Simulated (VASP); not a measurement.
# BaTiO3 (P4mm) in VASP: single point with r2SCAN

Aim: the single point of BaTiO3 with r2SCAN.

Everything below comes from runs of VASP 6.6.1. Logs are shortened: lines on timing, memory, paths and dates and some standing lists are left out, and cuts for length are marked.

## (1) The cell of the first run

It takes space group P4mm (No. 99, tetragonal). Conventional cell: a = 3.994 Å, b = 3.994 Å, c = 13.982 Å, α = 90.00°, β = 90.00°, γ = 90.00°. Within 3.7 Å of Ba (site symmetry 4mm) lie 8 O at 2.82 Å and 4 Ti at 3.46 Å. Within 3.7 Å of Ba (site symmetry 4mm) lie 12 O at 2.82 Å and 8 Ti at 3.46 Å. Within 3.7 Å of Ba (site symmetry 4mm) lie 12 O at 2.82 Å and 8 Ti at 3.46 Å. Within 2.6 Å of Ti (site symmetry 4mm) lie 5 O at 2.00 Å. Ti (site symmetry 4mm) has 6 O at 2.00 Å within 2.6 Å. Within 2.6 Å of Ti (site symmetry 4mm) lie 6 O at 2.00 Å. O (site symmetry 4mm) has 2 Ti at 2.00 Å within 2.6 Å. O (site symmetry 4mm) has 2 Ti at 2.00 Å within 2.6 Å.

## (2) Single point, r2SCAN (the distance across one plane changed)

POSCAR

```
BaTiO3
1.0
   -3.9939696152      0.0000000000      0.0000000000
    0.0000000000     -3.9939696152      0.0000000000
    0.0000000000      0.0000000000     13.9823115418
Ba Ti O
3 3 9
Direct
    0.0000000000      1.0000000000      0.7855343404
    0.0000000000      1.0000000000      0.2142262509
    0.0000000000      1.0000000000      0.4998802957
    0.5000000000      0.5000000000      0.0713992285
    0.5000000000      0.5000000000      0.3570532733
    0.5000000000      0.5000000000      0.6427073180
    0.5000000000      0.5000000000      0.2142262509
    0.5000000000      0.5000000000      0.4998802957
    0.5000000000      0.5000000000      0.7855343404
    0.5000000000      0.0000000000      0.0713992285
    0.5000000000      0.0000000000      0.3570532733
    0.5000000000      0.0000000000      0.6427073180
    1.0000000000      0.5000000000      0.0713992285
    1.0000000000      0.5000000000      0.3570532733
    1.0000000000      0.5000000000      0.6427073180
```

INCAR.step1

```
SYSTEM = BaTiO3
ALGO = Normal
EDIFF = 1E-4
ENCUT = 520
GGA = PE
ISMEAR = 0
LASPH = .True.
LCHARG = .False.
LREAL = Auto
LWAVE = .True.
NBANDS = 73
NELM = 60
PREC = Accurate
SIGMA = 0.05
```

INCAR.step2

```
SYSTEM = BaTiO3
ALGO = Normal
EDIFF = 1E-6
ENCUT = 520
ISIF = 2
ISMEAR = 0
ISTART = 1
LASPH = .True.
LCHARG = .False.
LMIXTAU = .True.
LREAL = Auto
LWAVE = .False.
METAGGA = R2SCAN
NBANDS = 73
NELM = 60
PREC = Accurate
SIGMA = 0.05
```

KPOINTS

```
k-points
0
Gamma
  7 7 3
  0 0 0
```

Potentials or basis: VASP PAW PBE potentials, release 64 (Ba_sv, Ti_sv, O).

The run is started by

```bash
$ cat potpaw_PBE.64/Ba_sv/POTCAR potpaw_PBE.64/Ti_sv/POTCAR potpaw_PBE.64/O/POTCAR > POTCAR
$ cp INCAR.step1 INCAR
$ mpirun -np 1 vasp_std > vasp.out
$ cp INCAR.step2 INCAR
$ mpirun -np 1 vasp_std > vasp.out
```

OUTCAR:

```text
SYSTEM = BaTiO3
   EDIFF = 1E-6
   ENCUT = 520
   ISIF = 2
   ISMEAR = 0
   ISTART = 1
   LASPH = .True.
   LREAL = Auto
   METAGGA = R2SCAN
   NELM = 60
   PREC = Accurate

 ion  position               nearest neighbor table
   1  0.000  0.000  0.786-   9 2.82   9 2.82   9 2.82   9 2.82  15 2.82  15 2.82  12 2.82  12 2.82
                             6 3.46   6 3.46   6 3.46   6 3.46   3 3.99
   2  0.000  0.000  0.214-   7 2.82   7 2.82   7 2.82   7 2.82  14 2.82  10 2.82  13 2.82  14 2.82
                            11 2.82  10 2.82  11 2.82  13 2.82   4 3.46   5 3.46   5 3.46   5 3.46
   3  0.000  0.000  0.500-   8 2.82   8 2.82   8 2.82   8 2.82  15 2.82  15 2.82  12 2.82  12 2.82
                            14 2.82  11 2.82  14 2.82  11 2.82   6 3.46   6 3.46   6 3.46   6 3.46
   4  0.500  0.500  0.071-  10 2.00  13 2.00  10 2.00  13 2.00   7 2.00   2 3.46   2 3.46   2 3.46
                             2 3.46
   5  0.500  0.500  0.357-  11 2.00  14 2.00  11 2.00  14 2.00   7 2.00   8 2.00   2 3.46   2 3.46
                             2 3.46   2 3.46   3 3.46   3 3.46   3 3.46   3 3.46
   6  0.500  0.500  0.643-  12 2.00  15 2.00  12 2.00  15 2.00   8 2.00   9 2.00   3 3.46   3 3.46
                             3 3.46   3 3.46   1 3.46   1 3.46   1 3.46   1 3.46
   7  0.500  0.500  0.214-   4 2.00   5 2.00   2 2.82   2 2.82   2 2.82   2 2.82
   8  0.500  0.500  0.500-   6 2.00   5 2.00   3 2.82   3 2.82   3 2.82   3 2.82
   9  0.500  0.500  0.786-   6 2.00   1 2.82   1 2.82   1 2.82   1 2.82
  10  0.500  0.000  0.071-   4 2.00   4 2.00   2 2.82   2 2.82
  11  0.500  0.000  0.357-   5 2.00   5 2.00   2 2.82   2 2.82   3 2.82   3 2.82
  12  0.500  0.000  0.643-   6 2.00   6 2.00   3 2.82   3 2.82   1 2.82   1 2.82
  13  0.000  0.500  0.071-   4 2.00   4 2.00   2 2.82   2 2.82
  14  0.000  0.500  0.357-   5 2.00   5 2.00   2 2.82   2 2.82   3 2.82   3 2.82
  15  0.000  0.500  0.643-   6 2.00   6 2.00   3 2.82   3 2.82   1 2.82   1 2.82

  LATTYP: Found a simple tetragonal cell.
 ALAT       =     3.9939696152
 C/A-ratio  =     3.5008557623

  Lattice vectors:

 A1 = (  -3.9939696152,   0.0000000000,   0.0000000000)
 A2 = (   0.0000000000,  -3.9939696152,   0.0000000000)
 A3 = (   0.0000000000,   0.0000000000,  13.9823115418)

Analysis of symmetry for initial positions (statically):
=====================================================================
 Subroutine PRICEL returns:
 Original cell was already a primitive cell.

 Routine SETGRP: Setting up the symmetry group for a
 simple tetragonal supercell.

 Subroutine GETGRP returns: Found  8 space group operations
 (whereof  8 operations were pure point group operations)
 out of a pool of 16 trial point group operations.

The static configuration has the point symmetry C_4v.

Analysis of symmetry for dynamics (positions and initial velocities):
=====================================================================
 Subroutine PRICEL returns:
 Original cell was already a primitive cell.

 Routine SETGRP: Setting up the symmetry group for a
 simple tetragonal supercell.

 Subroutine GETGRP returns: Found  8 space group operations
 (whereof  8 operations were pure point group operations)
 out of a pool of 16 trial point group operations.

The dynamic configuration has the point symmetry C_4v.

 Subroutine INISYM returns: Found  8 space group operations
 (whereof  8 operations are pure point group operations),
 and found     1 'primitive' translations

----------------------------------------------------------------------------------------

                                     Primitive cell

  volume of cell :     223.0429

  direct lattice vectors                    reciprocal lattice vectors
    -3.993969615  0.000000000  0.000000000    -0.250377468  0.000000000  0.000000000
     0.000000000 -3.993969615  0.000000000     0.000000000 -0.250377468  0.000000000
     0.000000000  0.000000000 13.982311542     0.000000000  0.000000000  0.071518933

  length of vectors
     3.993969615  3.993969615 13.982311542     0.250377468  0.250377468  0.071518933

  position of ions in fractional coordinates (direct lattice)
     0.000000000  0.000000000  0.785534340
     0.000000000  0.000000000  0.214226251
     0.000000000  0.000000000  0.499880296
     0.500000000  0.500000000  0.071399228
     0.500000000  0.500000000  0.357053273
     0.500000000  0.500000000  0.642707318
     0.500000000  0.500000000  0.214226251
     0.500000000  0.500000000  0.499880296
     0.500000000  0.500000000  0.785534340
     0.500000000  0.000000000  0.071399228
     0.500000000  0.000000000  0.357053273
     0.500000000  0.000000000  0.642707318
     0.000000000  0.500000000  0.071399228
     0.000000000  0.500000000  0.357053273
     0.000000000  0.500000000  0.642707318

  ion indices of the primitive-cell ions
   primitive index   ion index
                 1           1
                 2           2
                 3           3
                 4           4
                 5           5
                 6           6
                 7           7
                 8           8
                 9           9
                10          10
                11          11
                12          12
                13          13
                14          14
                15          15

----------------------------------------------------------------------------------------

 KPOINTS: k-points

Automatic generation of k-mesh.
 Grid dimensions read from file:
 generate k-points for:    7    7    3

 Generating k-lattice:

  Cartesian coordinates                     Fractional coordinates (reciprocal lattice)
    -0.035768210  0.000000000  0.000000000     0.142857143  0.000000000  0.000000000
     0.000000000 -0.035768210  0.000000000     0.000000000  0.142857143  0.000000000
     0.000000000  0.000000000  0.023839644     0.000000000  0.000000000  0.333333333

  Length of vectors
     0.035768210  0.035768210  0.023839644

  Shift w.r.t. Gamma in fractional coordinates (k-lattice)
     0.000000000  0.000000000  0.000000000

 Subroutine IBZKPT returns following result:
 ===========================================

 Found     20 irreducible k-points:

 Following reciprocal coordinates:
            Coordinates               Weight
  0.000000  0.000000  0.000000      1.000000
  0.142857  0.000000  0.000000      4.000000
  0.285714  0.000000  0.000000      4.000000
  0.428571  0.000000  0.000000      4.000000
  0.142857  0.142857  0.000000      4.000000
  0.285714  0.142857  0.000000      8.000000
[... 12 lines left out ...]
  0.428571  0.285714  0.333333     16.000000
  0.428571  0.428571  0.333333      8.000000
   k-points           NKPTS =     20   k-points in BZ     NKDIM =     20   number of bands    NBANDS=     73
   number of dos      NEDOS =    301   number of ions     NIONS =     15
   total plane-waves  NPLWV =  97200
   dimension x,y,z NGX =    30 NGY =   30 NGZ =  108
   dimension x,y,z NGXF=    60 NGYF=   60 NGZF=  216
   ions per type =               3   3   9
   NGX,Y,Z   is equivalent  to a cutoff of  12.49, 12.49, 12.84 a.u.
   NGXF,Y,Z  is equivalent  to a cutoff of  24.97, 24.97, 25.68 a.u.
 SYSTEM =  BaTiO3
   PREC   = accura    normal or accurate (medium, high low for compatibility)
   ISTART =      1    job   : 0-new  1-cont  2-samecut
   ICHARG =      0    charge: 1-file 2-atom 10-const
   ISPIN  =      1    spin polarized calculation?
   LNONCOLLINEAR =      F non collinear calculations
   LSORBIT =      F    spin-orbit coupling
   LASPH  =      T    aspherical Exc in radial PAW
   ENCUT  =  520.0 eV  38.22 Ry    6.18 a.u.   7.43  7.43 26.00*2*pi/ulx,y,z
   NELM   =     60;   NELMIN=  2; NELMDL=  0     # of ELM steps
   EDIFF  = 0.1E-05   stopping-criterion for ELM
   LREAL  =      T    real-space projection
   EDIFFG = 0.1E-04   stopping-criterion for IOM
   NSW    =      0    number of steps for IOM
   IBRION =     -1    ionic relax: 0-MD 1-quasi-New 2-CG
   NFREE  =      0    steps in history (QN), initial steepest desc. (CG)
   ISIF   =      2    stress and relaxation
   ISYM   =      2    0-nonsym 1-usesym 2-fastsym
   POTIM  = 0.5000    time-step for ionic-motion
   TEBEG  =    0.0;   TEEND  =   0.0 temperature during run
   PSTRESS=    0.0 pullay stress
   NELECT =     120.0000    total number of electrons
   NUPDOWN=      -1.0000    fix difference up-down
   EMIN   =  10.00;   EMAX   =-10.00  energy-range for DOS
   EFERMI =   0.00;   METHOD = LEGACY
   ISMEAR =     0;   SIGMA  =   0.05  broadening in eV -4-tet -1-fermi 0-gaus
   EFERMI_NEDOS =   21; number of points for ismear=-14 and -15
   IALGO  =     38    algorithm
   IMIX   =      4    mixing-type and parameters
     AMIX     =   0.40;   BMIX     =  1.00
     AMIX_MAG =   1.60;   BMIX_MAG =  1.00
  volume/ion in A,a.u.               =      14.87       100.34
  Fermi-wavevector in a.u.,A,eV,Ry     =   1.331494  2.516158 24.121432  1.772875
  Thomas-Fermi vector in A             =   2.460500
   LORBIT       =      0    0 simple, 1 ext, 2 COOP (PROOUT), +10 PAW based schemes
   METAGGA = R2SCAN    functional components
   LHFCALC =     F    Hartree Fock is set to
   AEXX    =    0.0000 exact exchange contribution
   IVDW    =     0    specifies the selected vdW correction
   LEPSILON=     F    determine dielectric tensor
   LRPA    =     F    only Hartree local field effects (RPA)
 non-spin polarized calculation
 Gauss-broadening in eV      SIGMA  =   0.05
  energy-cutoff  :      520.00
  volume of cell :      223.04
 maximum number of plane-waves:      6060
 NGX is ok and might be reduce to    30
   NGX = 15   NGY = 15   NGZ = 51

 number of electron     119.9999946 magnetization

 Free energy of the ion-electron system (eV)
  ---------------------------------------------------
  ext. energy  EPLUGINS =         0.00000000
  ---------------------------------------------------
  free energy    TOTEN  =      -220.54446139 eV

  energy without entropy =     -220.54446139  energy(sigma->0) =     -220.54446139

 E-fermi :   2.9887     XC(G=0): -10.8405

 val. band max:        2.6841236220   @ k =   0.4286   0.4286   0.3333
 cond. band min:       4.3462579355   @ k =   0.0000   0.0000   0.0000
 fundamental gap:      1.6621343135
 Fermi energy:         2.9887409904

 k-point     1 :       0.0000    0.0000    0.0000
  band No.  band energies     occupation
      1     -57.0703      2.00000
      2     -56.6137      2.00000
      3     -56.0327      2.00000
      4     -32.3845      2.00000
      5     -32.1190      2.00000
      6     -32.1190      2.00000
[... 64 lines left out ...]
     71       6.2141      0.00000
     72       6.4657      0.00000

 k-point     2 :       0.1429    0.0000    0.0000
  band No.  band energies     occupation
      1     -57.0701      2.00000
      2     -56.6135      2.00000
      3     -56.0325      2.00000
      4     -32.3841      2.00000
      5     -32.1291      2.00000
      6     -32.1186      2.00000
[... 1342 lines left out ...]
 k-point    20 :       0.4286    0.4286    0.3333
  band No.  band energies     occupation
      1     -57.0682      2.00000
      2     -56.6115      2.00000
      3     -56.0305      2.00000
      4     -32.3807      2.00000
      5     -32.1679      2.00000
      6     -32.1678      2.00000
[... 64 lines left out ...]
     71       8.3097      0.00000
     72       8.6694      0.00000
 [bands above 72 left out]

------------------------ aborting loop because EDIFF is reached ----------------------------------------

  FORCE on cell =-STRESS in cart. coord.  units (eV):
  Direction    XX          YY          ZZ          XY          YZ          ZX
  --------------------------------------------------------------------------------------
  -------------------------------------------------------------------------------------
  Total       -3.9485441     -3.9485441     -3.9651555      0.0000000      0.0000000      0.0000000
  in kB      -28.3634519    -28.3634519    -28.4827761      0.0000000      0.0000000      0.0000000
  external PRESSURE =     -28.4032266 kB  Pullay stress =       0.0000000 kB

 VOLUME and BASIS-vectors are now :
 -----------------------------------------------------------------------------
  energy-cutoff  :      520.00
  volume of cell :      223.04
      direct lattice vectors                 reciprocal lattice vectors
    -3.993969615  0.000000000  0.000000000    -0.250377468  0.000000000  0.000000000
     0.000000000 -3.993969615  0.000000000     0.000000000 -0.250377468  0.000000000
     0.000000000  0.000000000 13.982311542     0.000000000  0.000000000  0.071518933

 POSITION                                       TOTAL-FORCE (eV/Angst)
 -----------------------------------------------------------------------------------
      0.00000      0.00000     10.98359        -0.000000      0.000000      0.286416
      0.00000      0.00000      2.99538        -0.000000      0.000000     -0.442139
      0.00000      0.00000      6.98948         0.000000      0.000000      0.185723
     -1.99698     -1.99698      0.99833         0.000000      0.000000      2.669612
     -1.99698     -1.99698      4.99243         0.000000      0.000000      1.026789
     -1.99698     -1.99698      8.98653         0.000000     -0.000000      1.877814
     -1.99698     -1.99698      2.99538         0.000000     -0.000000     -1.462372
     -1.99698     -1.99698      6.98948         0.000000     -0.000000     -0.957463
     -1.99698     -1.99698     10.98359         0.000000      0.000000     -0.909852
     -1.99698      0.00000      0.99833         0.000000      0.000000     -0.845766
     -1.99698      0.00000      4.99243        -0.000000      0.000000     -0.197918
     -1.99698      0.00000      8.98653         0.000000      0.000000     -0.093580
      0.00000     -1.99698      0.99833         0.000000      0.000000     -0.845766
      0.00000     -1.99698      4.99243        -0.000000      0.000000     -0.197918
      0.00000     -1.99698      8.98653         0.000000      0.000000     -0.093580
 -----------------------------------------------------------------------------------
    total drift:                               -0.000000     -0.000000      0.035855

  FREE ENERGIE OF THE ION-ELECTRON SYSTEM (eV)
  ---------------------------------------------------
  free  energy   TOTEN  =      -220.5444613864 eV

  energy  without entropy=     -220.5444613864  energy(sigma->0) =     -220.54446139
```

Wall time 26 min (1 thread of Oxide Virtual Turin-like, shared host); peak memory 0.41 GiB.

What came out:

```
Free energy            : -220.5445 eV
Pressure               : -2.8 GPa
Largest force          : 2.670 eV/Å
Band gap on the k mesh : 1.66 eV (least direct gap 1.88 eV)
```

Forces in eV/Å, atoms in the order of the input:
```
Ba   0.000  0.000  0.286
Ba   0.000  0.000 -0.442
Ba   0.000  0.000  0.186
Ti   0.000  0.000  2.670
Ti   0.000  0.000  1.027
Ti   0.000  0.000  1.878
O    0.000  0.000 -1.462
O    0.000  0.000 -0.957
O    0.000  0.000 -0.910
O    0.000  0.000 -0.846
O    0.000  0.000 -0.198
O    0.000  0.000 -0.094
O    0.000  0.000 -0.846
O    0.000  0.000 -0.198
O    0.000  0.000 -0.094
```

Caveat: the cell differs from its parent crystal (the distance across one plane changed); the PAW data sets were made with another functional, which shifts forces and pressure a little; spin-orbit coupling is left out, which moves the levels of the heavy elements. A k mesh can miss the band edges.
